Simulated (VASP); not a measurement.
Sn2GeO3, 12 atoms in the cell. The typed cell holds 12 atoms: a = 4.271 Å, b = 5.106 Å, c = 10.208 Å, α = 89.91°, β = 90.01°, γ = 91.33°. 

* Program: VASP 6.6.1
* Task: single point
* Functional: PBE
* Potentials or basis: VASP PAW PBE potentials, release 64 (Sn_d, Ge_d, O)
* Cutoff: 520 eV
* k mesh: 4 × 4 × 2
* Occupations: gaussian, width 0.1 eV
* Spin: no spin polarisation
* Dipole correction: no
* Further INCAR settings: ALGO = Normal; EDIFF = 1e-06; NBANDS = 72

Potentials or basis: VASP PAW PBE potentials, release 64 (Sn_d, Ge_d, O).

Run with:

```console
$ cat potpaw_PBE.64/Sn_d/POTCAR potpaw_PBE.64/Ge_d/POTCAR potpaw_PBE.64/O/POTCAR > POTCAR
$ mpirun -np 1 vasp_std > vasp.out
```

Hardware: 1 thread of Oxide Virtual Turin-like Processor, on a shared host.

Problem. How long does it take, and how much memory?

Solution. Run time: 12 min on 1 thread of Oxide Virtual Turin-like Processor, on a shared host, peak memory 0.41 GiB. Counts: scf iterations 17, k points 20.
